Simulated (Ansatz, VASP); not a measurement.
Two plane-wave programs on TiO2

The input INCAR:

```
SYSTEM = TiO2
PREC = Accurate
ENCUT = 520
EDIFF = 1E-6
ISMEAR = -1
SIGMA = 0.05
LREAL = .FALSE.
LASPH = .TRUE.
NELM = 60
ALGO = Normal
ISIF = 2
LWAVE = .FALSE.
LCHARG = .FALSE.
GGA = PE
NBANDS = 33
```

Contents of KPOINTS:

```
regular mesh
0
G
  8 8 6
  0 0 0
```

Contents of POSCAR:

```
TiO2
1.0
    2.7591069643     -2.7597401439      0.0000000000
    2.7591069643      2.7597401439      0.0000000000
   -2.6851819758      0.0000000000      4.8907125897
Ti O
2 4
Direct
    0.8658900000      0.1341100000      0.7500000000
    0.1341100000      0.8658900000      0.2500000000
    0.0887550000      0.3312210000      0.1671490000
    0.9112450000      0.6687790000      0.8328510000
    0.6687790000      0.9112450000      0.3328510000
    0.3312210000      0.0887550000      0.6671490000
```

Contents of input.yaml:

```yaml
crystal:
  lattice:
    - [2.7591069643, -2.7597401439, 0.0]
    - [2.7591069643, 2.7597401439, 0.0]
    - [-2.6851819758, 0.0, 4.8907125897]
  atoms:
    - { symbol: Ti, position: [0.86589, 0.13411, 0.75] }
    - { symbol: Ti, position: [0.13411, 0.86589, 0.25] }
    - { symbol: O, position: [0.088755, 0.331221, 0.167149] }
    - { symbol: O, position: [0.911245, 0.668779, 0.832851] }
    - { symbol: O, position: [0.668779, 0.911245, 0.332851] }
    - { symbol: O, position: [0.331221, 0.088755, 0.667149] }
hamiltonian:
  xc: pbe
  pseudopotentials: { kind: paw }
kpoints:
  mp_grid: { grid: [8, 8, 6] }
scf:
  occupations: { method: fermi_dirac, width: 0.05 }
output:
  forces: true
  stress: true
  eigenvalues: true
```

Alike in both runs: task single point; functional PBE; k mesh 8 × 8 × 6; occupations fermi-dirac, width 0.05 eV; no spin polarisation.

```csv
,VASP,Ansatz
version,VASP 6.6.1,Ansatz 0.2.0
potentials or method,"VASP PAW PBE potentials, release 64 (Ti_sv, O)",Ansatz PAW
plane-wave cutoff (eV),520,420
valence electrons in the cell,48,48
```

```csv
,VASP,Ansatz,Ansatz less VASP
gap on the k mesh at the Fermi level (eV),1.92,1.94,+0.020
least direct gap on the mesh (eV),2.25,2.27,+0.020
pressure (GPa),-11.4,-11.9,-0.56
"traceless stress, the component that is largest in VASP (GPa)",-0.64,-0.68,-0.037
rms of the force components (eV/Å),0.192,0.202,+0.0093
```

Atom by atom the forces differ by 0.010 eV/Å (rms over components).
